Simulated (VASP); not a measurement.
# LiCl (P6_3/mmc) in VASP: a series of runs

The runs below take LiCl through single point, with PBE.

Program: VASP 6.6.1. These are calculated values, not measurements. Logs are shortened: lines on timing, memory, paths and dates and some standing lists are left out, and cuts for length are marked.

### Step 1. The cell of the first run

The structure is hexagonal, space group P6_3/mmc (No. 194). The conventional cell has a = 3.208 Å, b = 3.208 Å, c = 8.534 Å, α = 90.00°, β = 90.00°, γ = 120.00°. Within 2.5 Å of Li (site symmetry -6m2) lie 3 Cl at 1.85 Å. Cl (site symmetry -6m2) has 3 Li at 1.85 Å within 2.5 Å.

### Step 2. Single point, PBE

INCAR

```
SYSTEM = LiCl
PREC = Accurate
ENCUT = 520
EDIFF = 1E-7
ISMEAR = 0
SIGMA = 0.1
LREAL = .False.
LASPH = .True.
NELM = 100
ALGO = Normal
ISIF = 2
LWAVE = .False.
LCHARG = .False.
GGA = PE
NBANDS = 18
```

KPOINTS

```
Automatic mesh
0
Gamma
  6 6 2
  0 0 0
```

POSCAR

```
LiCl
1.0
    3.2080312236      0.0000000000      0.0000000000
   -1.6040156119      2.7782365358      0.0000000000
    0.0000000000      0.0000000000      8.5341087791
Li Cl
2 2
Direct
    0.3333333333      0.6666666667      0.2500000000
    0.6666666667      0.3333333333      0.7500000000
    0.3333333333      0.6666666667      0.7500000000
    0.6666666667      0.3333333333      0.2500000000
```

Potentials or basis: VASP PAW PBE potentials, release 64 (Li_sv, Cl).

Launch:

```bash
$ cat potpaw_PBE.64/Li_sv/POTCAR potpaw_PBE.64/Cl/POTCAR > POTCAR
$ mpirun -np 1 vasp_std > vasp.out
```

OUTCAR:

```text
SYSTEM = LiCl
   PREC = Accurate
   ENCUT = 520
   EDIFF = 1E-7
   ISMEAR = 0
   LREAL = .False.
   LASPH = .True.
   NELM = 100
   ISIF = 2
   GGA = PE

 ion  position               nearest neighbor table
   1  0.333  0.667  0.250-   4 1.85   4 1.85   4 1.85
   2  0.667  0.333  0.750-   3 1.85   3 1.85   3 1.85
   3  0.333  0.667  0.750-   2 1.85   2 1.85   2 1.85
   4  0.667  0.333  0.250-   1 1.85   1 1.85   1 1.85

  LATTYP: Found a hexagonal cell.
 ALAT       =     3.2080312236
 C/A-ratio  =     2.6602324554

  Lattice vectors:

 A1 = (   3.2080312236,   0.0000000000,   0.0000000000)
 A2 = (  -1.6040156119,   2.7782365358,   0.0000000000)
 A3 = (   0.0000000000,   0.0000000000,   8.5341087791)

Analysis of symmetry for initial positions (statically):
=====================================================================
 Subroutine PRICEL returns:
 Original cell was already a primitive cell.

 Routine SETGRP: Setting up the symmetry group for a
 hexagonal supercell.

 Subroutine GETGRP returns: Found 24 space group operations
 (whereof 12 operations were pure point group operations)
 out of a pool of 24 trial point group operations.

The static configuration has the point symmetry D_3d.
 The point group associated with its full space group is D_6h.

Analysis of symmetry for dynamics (positions and initial velocities):
=====================================================================
 Subroutine PRICEL returns:
 Original cell was already a primitive cell.

 Routine SETGRP: Setting up the symmetry group for a
 hexagonal supercell.

 Subroutine GETGRP returns: Found 24 space group operations
 (whereof 12 operations were pure point group operations)
 out of a pool of 24 trial point group operations.

The dynamic configuration has the point symmetry D_3d.
 The point group associated with its full space group is D_6h.

 Subroutine INISYM returns: Found 24 space group operations
 (whereof 12 operations are pure point group operations),
 and found     1 'primitive' translations

----------------------------------------------------------------------------------------

                                     Primitive cell

  volume of cell :      76.0617

  direct lattice vectors                    reciprocal lattice vectors
     3.208031224  0.000000000  0.000000000     0.311717664  0.179970277  0.000000000
    -1.604015612  2.778236536  0.000000000     0.000000000  0.359940555  0.000000000
     0.000000000  0.000000000  8.534108779     0.000000000  0.000000000  0.117176852

  length of vectors
     3.208031224  3.208031224  8.534108779     0.359940555  0.359940555  0.117176852
[... 78 lines left out ...]
   IBRION =     -1    ionic relax: 0-MD 1-quasi-New 2-CG
   NFREE  =      0    steps in history (QN), initial steepest desc. (CG)
   ISIF   =      2    stress and relaxation
   ISYM   =      2    0-nonsym 1-usesym 2-fastsym
   POTIM  = 0.5000    time-step for ionic-motion
   TEBEG  =    0.0;   TEEND  =   0.0 temperature during run
   PSTRESS=    0.0 pullay stress
   NELECT =      20.0000    total number of electrons
   NUPDOWN=      -1.0000    fix difference up-down
   EMIN   =  10.00;   EMAX   =-10.00  energy-range for DOS
   EFERMI =   0.00;   METHOD = LEGACY
   ISMEAR =     0;   SIGMA  =   0.10  broadening in eV -4-tet -1-fermi 0-gaus
   EFERMI_NEDOS =   21; number of points for ismear=-14 and -15
   IALGO  =     38    algorithm
   IMIX   =      4    mixing-type and parameters
     AMIX     =   0.40;   BMIX     =  1.00
     AMIX_MAG =   1.60;   BMIX_MAG =  1.00
  volume/ion in A,a.u.               =      19.02       128.32
  Fermi-wavevector in a.u.,A,eV,Ry     =   1.048808  1.981961 14.966397  1.099999
  Thomas-Fermi vector in A             =   2.183745
   LORBIT       =      0    0 simple, 1 ext, 2 COOP (PROOUT), +10 PAW based schemes
   GGA     = PE    functional components
   LHFCALC =     F    Hartree Fock is set to
   AEXX    =    0.0000 exact exchange contribution
   IVDW    =     0    specifies the selected vdW correction
   LEPSILON=     F    determine dielectric tensor
   LRPA    =     F    only Hartree local field effects (RPA)
 non-spin polarized calculation
 Gauss-broadening in eV      SIGMA  =   0.10
  energy-cutoff  :      520.00
  volume of cell :       76.06
 maximum number of plane-waves:      2082
 NGX is ok and might be reduce to    24
   NGX = 11   NGY = 11   NGZ = 31

 number of electron      20.0000008 magnetization

 Free energy of the ion-electron system (eV)
  ---------------------------------------------------
  ext. energy  EPLUGINS =         0.00000000
  ---------------------------------------------------
  free energy    TOTEN  =       -10.75579792 eV

  energy without entropy =      -10.75579792  energy(sigma->0) =      -10.75579792

 E-fermi :  -0.4679     XC(G=0):  -7.5222

 val. band max:       -0.9289144825   @ k =   0.0000   0.0000   0.0000
 cond. band min:       4.8626736911   @ k =   0.0000   0.0000   0.0000
 fundamental gap:      5.7915881737
 Fermi energy:        -0.4678839839

 k-point     1 :       0.0000    0.0000    0.0000
  band No.  band energies     occupation
      1     -43.0363      2.00000
      2     -43.0362      2.00000
      3     -14.2118      2.00000
      4     -14.1628      2.00000
      5      -3.3158      2.00000
      6      -2.5675      2.00000
[... 271 lines left out ...]
      5      -4.1059      2.00000
      6      -4.1059      2.00000
[... 10 lines left out ...]
     17      12.0121      0.00000
     18      12.0121      0.00000

------------------------ aborting loop because EDIFF is reached ----------------------------------------

  FORCE on cell =-STRESS in cart. coord.  units (eV):
  Direction    XX          YY          ZZ          XY          YZ          ZX
  --------------------------------------------------------------------------------------
  -------------------------------------------------------------------------------------
  Total       21.5204786     21.5204786     -0.0969544     -0.0000000     -0.0000000      0.0000000
  in kB      453.3112830    453.3112830     -2.0422655     -0.0000000     -0.0000000      0.0000000
  external PRESSURE =     301.5267668 kB  Pullay stress =       0.0000000 kB

 VOLUME and BASIS-vectors are now :
 -----------------------------------------------------------------------------
  energy-cutoff  :      520.00
  volume of cell :       76.06
      direct lattice vectors                 reciprocal lattice vectors
     3.208031224  0.000000000  0.000000000     0.311717664  0.179970277  0.000000000
    -1.604015612  2.778236536  0.000000000     0.000000000  0.359940555  0.000000000
     0.000000000  0.000000000  8.534108779     0.000000000  0.000000000  0.117176852

 POSITION                                       TOTAL-FORCE (eV/Angst)
 -----------------------------------------------------------------------------------
     -0.00000      1.85216      2.13353        -0.000000      0.000000      0.000000
      1.60402      0.92608      6.40058        -0.000000     -0.000000      0.000000
     -0.00000      1.85216      6.40058        -0.000000     -0.000000      0.000000
      1.60402      0.92608      2.13353         0.000000      0.000000      0.000000
 -----------------------------------------------------------------------------------
    total drift:                               -0.000000      0.000000      0.000000

  FREE ENERGIE OF THE ION-ELECTRON SYSTEM (eV)
  ---------------------------------------------------
  free  energy   TOTEN  =       -10.7557979182 eV

  energy  without entropy=      -10.7557979182  energy(sigma->0) =      -10.75579792
```

stdout:

```text
POSCAR found type information on POSCAR LiCl
 POSCAR found :  2 types and       4 ions
 scaLAPACK will be used
 LDA part: xc-table for (Slater+PW92), standard interpolation
 POSCAR, INCAR and KPOINTS ok, starting setup
 FFT: planning ... GRIDC
 FFT: planning ... GRID_SOFT
 FFT: planning ... GRID
 WAVECAR not read
 entering main loop
```

Wall time 25 s (1 thread of Intel Xeon 8259CL, shared host); peak memory 0.18 GiB.

What came out:

```
Free energy            : -10.7558 eV
Band gap on the k mesh : 5.79 eV
```

Caveat: the cutoff is under 1.25 times the usual one of these potentials, so pressure, stress and relaxed cells hold a basis-set (Pulay) error.

### Step 3. Single point, PBE

This run uses another cell than the first one, of 20.22 Å³/atom.

INCAR

```
  PREC = Accurate
  ENCUT = 520
  EDIFF = 1E-7
  ISMEAR = 0
  SIGMA = 0.1
  LREAL = F
  LASPH = T
  NELM = 80
  ALGO = Normal
  ISIF = 2
  LWAVE = F
  LCHARG = T
  GGA = PE
  LELF = T
  LVHAR = T
  NBANDS = 18
```

KPOINTS

```
regular mesh
0
Gamma
  6 6 2
```

POSCAR

```
LiCl
1.0
    4.1906797098      0.0000000001      0.0000000000
   -2.0953398550      3.6292350878      0.0000000000
    0.0000000000      0.0000000000      5.3187471400
Li Cl
2 2
Direct
    0.3333333333      0.6666666667      0.2500000000
    0.6666666667      0.3333333333      0.7500000000
    0.3333333333      0.6666666667      0.7500000000
    0.6666666667      0.3333333333      0.2500000000
```

Potentials or basis: VASP PAW PBE potentials, release 64 (Li_sv, Cl).

Launch:

```bash
$ cat potpaw_PBE.64/Li_sv/POTCAR potpaw_PBE.64/Cl/POTCAR > POTCAR
$ mpirun -np 1 vasp_std > vasp.out
```

Wall time 37 s (1 thread of Intel Xeon 8259CL, shared host); peak memory 0.19 GiB.

The run converged. Its results:

```
Free energy            : -14.7864 eV
Band gap on the k mesh : 5.55 eV
```

Levels at points of the mesh, in eV from the valence-band top:
```tsv
k point	band 8	band 9	band 10	band 11	band 12	band 13
(0.00, 0.00, 0.00)	-0.59	-0.59	0.00	5.55	7.95	8.79
(0.50, 0.00, 0.00)	-1.39	-0.93	-0.65	7.29	8.33	8.82
(0.00, 0.00, 0.50)	-0.96	-0.96	-0.96	7.47	7.47	8.82
(0.50, 0.00, 0.50)	-1.28	-0.49	-0.49	7.18	7.18	9.18
```

Caveat: the k points lie up to 0.59 Å⁻¹ apart; the cutoff is under 1.25 times the usual one of these potentials, so pressure, stress and relaxed cells hold a basis-set (Pulay) error.

### Step 4. Single point, PBE

This run uses another cell than the first one, of 20.22 Å³/atom.

INCAR

```
SYSTEM = LiCl
ALGO     = Normal         ! electronic algorithm
EDIFF    = 1E-6           ! SCF threshold, eV
ENCUT    = 520            ! plane-wave cutoff, eV
GGA      = PE             ! functional
ISIF     = 2              ! what is computed and relaxed
ISMEAR   = 0              ! smearing method
LASPH    = .TRUE.         ! aspherical terms in the spheres
LCHARG   = .FALSE.        ! write CHGCAR
LREAL    = .FALSE.        ! projectors in reciprocal space
LWAVE    = .FALSE.        ! write WAVECAR
NBANDS   = 18             ! bands
NELM     = 60             ! most SCF steps
PREC     = Accurate       ! precision mode
SIGMA    = 0.1            ! smearing width, eV
```

KPOINTS

```
k-points
0
G
  6 6 4
  0 0 0
```

Edit POSCAR of step 3 so:

```diff
@@ -2,4 +2,4 @@
 1.0
-    4.1906797098      0.0000000001      0.0000000000
-   -2.0953398550      3.6292350878      0.0000000000
+    4.1906797098      0.0000000000      0.0000000000
+   -2.0953398549      3.6292350878      0.0000000000
     0.0000000000      0.0000000000      5.3187471400
```

Launch:

```bash
$ cat potpaw_PBE.64/Li_sv/POTCAR potpaw_PBE.64/Cl/POTCAR > POTCAR
$ mpirun -np 1 vasp_std > vasp.out
```

Run time: 33 s. Hardware: 1 thread of Intel Xeon 8259CL, shared host; peak memory 0.19 GiB.

The run converged. Its results:

```yaml
Free_energy: -14.7883 eV
Band_gap_on_the_k_mesh: 5.56 eV
```

Levels at points of the mesh, in eV from the valence-band top:
```
           k point  band 6  band 7  band 8  band 9  band 10  band 11  band 12  band 13  band 14  band 15
(0.00, 0.00, 0.00)   -1.32   -1.32   -0.59   -0.59     0.00     5.56     7.95     8.79     8.79    10.07
(0.50, 0.00, 0.00)   -1.80   -1.77   -1.39   -0.93    -0.65     7.29     8.33     8.82    10.16    10.39
(0.00, 0.00, 0.50)   -1.41   -0.96   -0.96   -0.96    -0.96     7.47     7.47     8.82     8.82     8.82
(0.50, 0.00, 0.50)   -2.40   -1.28   -1.28   -0.49    -0.49     7.18     7.18     9.18     9.18    11.33
```

Caveat: the cutoff is under 1.25 times the usual one of these potentials, so pressure, stress and relaxed cells hold a basis-set (Pulay) error.

### Step 5. Single point, PBE

This run uses another cell than the first one, of 20.08 Å³/atom.

INCAR

```
ALGO = Normal ; EDIFF = 1E-6
ENCUT = 520 ; GGA = PE
ISIF = 2 ; ISMEAR = 0
LASPH = T ; LCHARG = T
LELF = T ; LREAL = F
LVHAR = T ; LWAVE = F
NBANDS = 18 ; NELM = 60
PREC = Accurate ; SIGMA = 0.02
```

KPOINTS

```
k-points
0
Gamma
  6 6 4
```

POSCAR

```
LiCl
1.0
    4.1847960279      0.0000000000      0.0000000000
   -2.0923980139      3.6241396698      0.0000000000
    0.0000000000      0.0000000000      5.2961759449
Li Cl
2 2
Direct
    0.3333333333      0.6666666667      0.2500000000
    0.6666666667      0.3333333333      0.7500000000
    0.3333333333      0.6666666667      0.7500000000
    0.6666666667      0.3333333333      0.2500000000
```

Potentials or basis: VASP PAW PBE potentials, release 64 (Li_sv, Cl).

Launch:

```bash
$ cat potpaw_PBE.64/Li_sv/POTCAR potpaw_PBE.64/Cl/POTCAR > POTCAR
$ mpirun -np 1 vasp_std > vasp.out
```

OUTCAR:

```text
EDIFF = 1E-6
   ENCUT = 520
   GGA = PE
   ISIF = 2
   ISMEAR = 0
   LASPH = T
   LREAL = F
   NELM = 60
   PREC = Accurate

 ion  position               nearest neighbor table
   1  0.333  0.667  0.250-   4 2.42   4 2.42   4 2.42
   2  0.667  0.333  0.750-   3 2.42   3 2.42   3 2.42
   3  0.333  0.667  0.750-   2 2.42   2 2.42   2 2.42
   4  0.667  0.333  0.250-   1 2.42   1 2.42   1 2.42

  LATTYP: Found a hexagonal cell.
 ALAT       =     4.1847960279
 C/A-ratio  =     1.2655756480

  Lattice vectors:

 A1 = (   4.1847960279,   0.0000000000,   0.0000000000)
 A2 = (  -2.0923980139,   3.6241396698,   0.0000000000)
 A3 = (   0.0000000000,   0.0000000000,   5.2961759449)

Analysis of symmetry for initial positions (statically):
=====================================================================
 Subroutine PRICEL returns:
 Original cell was already a primitive cell.

 Routine SETGRP: Setting up the symmetry group for a
 hexagonal supercell.

 Subroutine GETGRP returns: Found 24 space group operations
 (whereof 12 operations were pure point group operations)
 out of a pool of 24 trial point group operations.

The static configuration has the point symmetry D_3d.
 The point group associated with its full space group is D_6h.

Analysis of symmetry for dynamics (positions and initial velocities):
=====================================================================
 Subroutine PRICEL returns:
 Original cell was already a primitive cell.

 Routine SETGRP: Setting up the symmetry group for a
 hexagonal supercell.

[... 116 lines left out ...]
   NELECT =      20.0000    total number of electrons
   NUPDOWN=      -1.0000    fix difference up-down
   EMIN   =  10.00;   EMAX   =-10.00  energy-range for DOS
   EFERMI =   0.00;   METHOD = LEGACY
   ISMEAR =     0;   SIGMA  =   0.02  broadening in eV -4-tet -1-fermi 0-gaus
   EFERMI_NEDOS =   21; number of points for ismear=-14 and -15
   IALGO  =     38    algorithm
   IMIX   =      4    mixing-type and parameters
     AMIX     =   0.40;   BMIX     =  1.00
     AMIX_MAG =   1.60;   BMIX_MAG =  1.00
  volume/ion in A,a.u.               =      20.08       135.51
  Fermi-wavevector in a.u.,A,eV,Ry     =   1.029922  1.946270 14.432232  1.060739
  Thomas-Fermi vector in A             =   2.163994
   LORBIT       =      0    0 simple, 1 ext, 2 COOP (PROOUT), +10 PAW based schemes
   GGA     = PE    functional components
   LHFCALC =     F    Hartree Fock is set to
   AEXX    =    0.0000 exact exchange contribution
   IVDW    =     0    specifies the selected vdW correction
   LEPSILON=     F    determine dielectric tensor
   LRPA    =     F    only Hartree local field effects (RPA)
 non-spin polarized calculation
 Gauss-broadening in eV      SIGMA  =   0.02
  energy-cutoff  :      520.00
  volume of cell :       80.32
 maximum number of plane-waves:      2197
 NGX is ok and might be reduce to    32
   NGX = 15   NGY = 15   NGZ = 19

 number of electron      19.9999985 magnetization

 Free energy of the ion-electron system (eV)
  ---------------------------------------------------
  ext. energy  EPLUGINS =         0.00000000
  ---------------------------------------------------
  free energy    TOTEN  =       -14.78865942 eV

  energy without entropy =      -14.78865942  energy(sigma->0) =      -14.78865942

 E-fermi :  -0.2932     XC(G=0):  -7.8087

 val. band max:       -0.4905253809   @ k =   0.0000   0.0000   0.0000
 cond. band min:       5.0895018793   @ k =   0.0000   0.0000   0.0000
 fundamental gap:      5.5800272603
 Fermi energy:        -0.2931993709

 k-point     1 :       0.0000    0.0000    0.0000
  band No.  band energies     occupation
      1     -44.0558      2.00000
      2     -44.0527      2.00000
      3     -13.7763      2.00000
      4     -13.0946      2.00000
      5      -3.1885      2.00000
      6      -1.8203      2.00000
[... 418 lines left out ...]
      5      -2.7487      2.00000
      6      -2.7487      2.00000
[... 10 lines left out ...]
     17      11.1501      0.00000
     18      11.1506      0.00000

------------------------ aborting loop because EDIFF is reached ----------------------------------------

  FORCE on cell =-STRESS in cart. coord.  units (eV):
  Direction    XX          YY          ZZ          XY          YZ          ZX
  --------------------------------------------------------------------------------------
  -------------------------------------------------------------------------------------
  Total       -0.0381830     -0.0381830     -0.0644322     -0.0000000     -0.0000000      0.0000000
  in kB       -0.7616204     -0.7616204     -1.2852034     -0.0000000     -0.0000000      0.0000000
  external PRESSURE =      -0.9361481 kB  Pullay stress =       0.0000000 kB

 VOLUME and BASIS-vectors are now :
 -----------------------------------------------------------------------------
  energy-cutoff  :      520.00
  volume of cell :       80.32
      direct lattice vectors                 reciprocal lattice vectors
     4.184796028  0.000000000  0.000000000     0.238960273  0.137963778  0.000000000
    -2.092398014  3.624139670  0.000000000     0.000000000  0.275927556  0.000000000
     0.000000000  0.000000000  5.296175945     0.000000000  0.000000000  0.188815479

 POSITION                                       TOTAL-FORCE (eV/Angst)
 -----------------------------------------------------------------------------------
     -0.00000      2.41609      1.32404        -0.000000      0.000000      0.000000
      2.09240      1.20805      3.97213         0.000000     -0.000000      0.000000
     -0.00000      2.41609      3.97213         0.000000      0.000000      0.000000
      2.09240      1.20805      1.32404        -0.000000     -0.000000      0.000000
 -----------------------------------------------------------------------------------
    total drift:                                0.000000     -0.000000      0.000000

  FREE ENERGIE OF THE ION-ELECTRON SYSTEM (eV)
  ---------------------------------------------------
  free  energy   TOTEN  =       -14.7886594242 eV

  energy  without entropy=      -14.7886594242  energy(sigma->0) =      -14.78865942
```

Wall time 31 s (1 thread of Intel Xeon 8259CL, shared host); peak memory 0.19 GiB.

Results:

```yaml
Free_energy: -14.7887 eV
Band_gap_on_the_k_mesh: 5.58 eV
```

Caveat: the cutoff is under 1.25 times the usual one of these potentials, so pressure, stress and relaxed cells hold a basis-set (Pulay) error.

### Step 6. Overview

```csv
cell,k mesh,smearing,gap on the mesh (eV)
"a = 3.208, b = 3.208, c = 8.534 Å, angles 90.0, 90.0, 120.0°, 4 atoms",6 × 6 × 2,gaussian 0.1 eV,5.79
"a = 4.191, b = 4.191, c = 5.319 Å, angles 90.0, 90.0, 120.0°, 4 atoms",6 × 6 × 2,gaussian 0.1 eV,5.55
"a = 4.191, b = 4.191, c = 5.319 Å, angles 90.0, 90.0, 120.0°, 4 atoms",6 × 6 × 4,gaussian 0.1 eV,5.56
"a = 4.185, b = 4.185, c = 5.296 Å, angles 90.0, 90.0, 120.0°, 4 atoms",6 × 6 × 4,gaussian 0.02 eV,5.58
```

Alike in all rows: task single point; level PBE; potentials or basis VASP PAW PBE potentials, release 64 (Li_sv, Cl); no spin polarisation; cutoff (eV) 520.

Caveats: some runs use coarse meshes; the cutoff is under 1.25 times the usual one of these potentials, so pressure, stress and relaxed cells hold a basis-set (Pulay) error.

Absolute energies hang on the potentials; compare differences alone.
